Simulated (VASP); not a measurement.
Runs of VASP 6.6.1 on TiAl. The structure is that of space group P6/mmm (No. 191), or close to it. The cells are those of the table. The cell was built from a structure type or drawn by symmetry, and may not be a known phase.

| task | spin | cell | k mesh | cutoff (eV) | gap on the mesh (eV) | pressure (GPa) |
| --- | --- | --- | --- | --- | --- | --- |
| single point | off | a = 2.808, b = 2.808, c = 5.347 Å, angles 90.0, 90.0, 120.0°, 2 atoms | 6 × 6 × 4 | 520 | none | 0.0 |
| relaxation of cell and atoms | off | relaxed from a = 2.808, b = 2.808, c = 5.347 Å, angles 90.0, 90.0, 120.0°, 2 atoms | 24 × 24 × 10 | 600 | none | -0.1 |
| single point | off | a = 2.473, b = 2.473, c = 5.472 Å, angles 90.0, 90.0, 120.0°, 2 atoms | 6 × 6 × 4 | 520 | none | (a) |
| single point | off | a = 2.802, b = 2.802, c = 5.355 Å, angles 90.0, 90.0, 120.0°, 2 atoms | 24 × 24 × 10 | 520 | none | -0.1 |
| single point | collinear | a = 2.808, b = 2.808, c = 5.347 Å, angles 90.0, 90.0, 120.0°, 2 atoms | 6 × 6 × 4 | 520 | none | -0.1 |

Alike in all rows: level PBE; potentials or basis VASP PAW PBE potentials, release 64 (Ti_sv, Al); smearing gaussian 0.1 eV.

Q: Estimate the missing entries.

A: (a) 31.2.

Caveats: some runs use coarse meshes.

A gap of «none» marks levels without a gap at the run's occupations.
